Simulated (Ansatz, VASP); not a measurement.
**One calculation of Si4Cl, two programs**

```
Si Cl
1.0
     4.16906    0.00000    0.00000
    -2.08453    3.61051    0.00000
     0.00000    0.00000    7.44075
Si Cl
4 1
Direct
  0.33333 0.66667 0.00000
  0.66667 0.33333 0.00000
  0.00000 0.00000 0.82441
  0.00000 0.00000 0.17559
  0.00000 0.00000 0.50000
```

Alike in both runs: functional PBE; k mesh 12 × 12 × 6; occupations gaussian, width 0.1 eV; no spin polarisation.

Ansatz relaxed the structure, and its values are those at the end. VASP's run is a single point on that final structure, the one shown.

|  | VASP | Ansatz |
| --- | --- | --- |
| version | VASP 6.6.1 | Ansatz 0.2.0 |
| potentials or method | VASP PAW PBE potentials, release 64 (Si, Cl), cutoff 520 eV | scalar-relativistic, plane waves, PAW |
| valence electrons in the cell | 23 | 23 |

```tsv
	VASP	Ansatz	Ansatz less VASP
gap on the k mesh at the Fermi level (eV)	none	none	-
pressure (GPa)	0.0	0.0	+0.04
```

A gap of «none» marks a metal or a gap that the smearing closes.
